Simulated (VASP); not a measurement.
**Ti: relaxation of cell and atoms with r2SCAN**

The system is Ti.

```
Ti
1.0
    -1.64100    1.64100    1.64100
     1.64100   -1.64100    1.64100
     1.64100    1.64100   -1.64100
Ti
1
Direct
  0.00000 0.00000 0.00000
```

```json
{
 "Program": "VASP 6.6.1",
 "Task": "relaxation of cell and atoms",
 "Functional": "r2SCAN",
 "Potentials or basis": "VASP PAW PBE potentials, release 64 (Ti_sv)",
 "Cutoff": "600 eV",
 "k mesh": "9 × 9 × 9",
 "Occupations": "fermi-dirac, width 0.1 eV",
 "Spin": "no spin polarisation",
 "Target pressure": "30 GPa",
 "Dipole correction": "no",
 "Further INCAR settings": "ALGO = Normal; EDIFF = 1e-06; IBRION = 2; EDIFFG = -0.01; NSW = 80; ISIF = 3"
}
```

```
Relaxed volume                                         : 14.18 Å³/atom
Relaxed cell                                           : a = 2.641 Å, b = 2.641 Å, c = 2.641 Å, α = 109.47°, β = 109.47°, γ = 109.47°
Space group after relaxing (to 0.05 Å)                 : Im-3m (No. 229)
Energy change on relaxing (the enthalpy is what falls) : +255.7 meV/atom
Ionic steps                                            : 7
Pressure after relaxing                                : 30.0 GPa
Band gap on the k mesh                                 : zero (band 6 reaches 11.76 eV, above the bottom of band 7 at 9.79 eV)
```

Step by step:
| step | energy change (eV) | largest force (eV/Å) | pressure (GPa) | volume (Å³) |
| --- | --- | --- | --- | --- |
| 1 | 0.0000 | 0.0000 | -1.99 | 17.68 |
| 2 | 2.0428 | 0.0000 | 126.19 | 10.10 |
| 3 | 0.1992 | 0.0000 | 25.60 | 14.51 |
| 4 | 0.2516 | 0.0000 | 29.68 | 14.20 |
| 5 | 0.2637 | 0.0000 | 30.49 | 14.14 |
| 6 | 0.2490 | 0.0000 | 29.64 | 14.22 |
| 7 | 0.2557 | 0.0000 | 29.95 | 14.18 |

Final structure:
```cif
data_structure
_symmetry_space_group_name_H-M 'P 1'
_symmetry_Int_Tables_number 1
_cell_length_a 2.6410
_cell_length_b 2.6410
_cell_length_c 2.6410
_cell_angle_alpha 109.471
_cell_angle_beta 109.471
_cell_angle_gamma 109.471
_cell_volume 14.18
loop_
_atom_site_label
_atom_site_type_symbol
_atom_site_fract_x
_atom_site_fract_y
_atom_site_fract_z
_atom_site_occupancy
Ti1 Ti 0.00000 0.00000 0.00000 1
```

Levels at points of the mesh, in eV from the Fermi level:
| k point | band 2 | band 3 | band 4 | band 5 | band 6 | band 7 | band 8 | band 9 | band 10 |
| --- | --- | --- | --- | --- | --- | --- | --- | --- | --- |
| (0.00, 0.00, 0.00) | -32.98 | -32.98 | -32.98 | -6.65 | 1.32 | 1.32 | 1.32 | 3.60 | 3.60 |

Wall time 70 s on 1 thread of Intel(R) Xeon(R) 6975P-C (Granite Rapids), with other jobs on the host, peak memory 0.16 GiB.

Caveat: the cell is relaxed towards a set pressure, so the enthalpy falls and the energy may rise; the volume moved by over 15 % at a fixed basis, so the end points are rough; the PAW data sets were made with another functional, which shifts forces and pressure a little.
